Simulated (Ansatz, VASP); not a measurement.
# HfC: VASP beside Ansatz

```
CELL_PARAMETERS angstrom
0.00000 2.20739 2.20739
2.20739 0.00000 2.20739
2.20739 2.20739 0.00000
ATOMIC_POSITIONS crystal
Hf 0.00000 0.00000 0.00000
C 0.50000 0.50000 0.50000
```

Change from the starting cell: volume scaled by 0.88, PAW files.

Alike in both runs: task single point; functional PBEsol; k mesh 17 × 17 × 17; occupations fermi-dirac, width 0.08 eV; no spin polarisation.

```csv
,VASP,Ansatz
version,VASP 6.6.1,Ansatz 0.2.0
potentials or method,"VASP PAW PBE potentials, release 64 (Hf_pv, C)","PAW with Ansatz's default frozen-core files, scalar-relativistic"
plane-wave cutoff (eV),520,420
valence electrons in the cell,14,30
```

|  | VASP | Ansatz | Ansatz less VASP |
| --- | --- | --- | --- |
| pressure (GPa) | 41.5 | 40.8 | -0.75 |

VASP's potentials were made for PBE, not for PBEsol. Both programs put the cell under a high pressure, so it lies far from rest at this level. VASP's potentials hold 14 valence electrons a cell and Ansatz's 30, so a difference there can come from the potentials and not from the codes.

Spin-orbit coupling is off throughout.
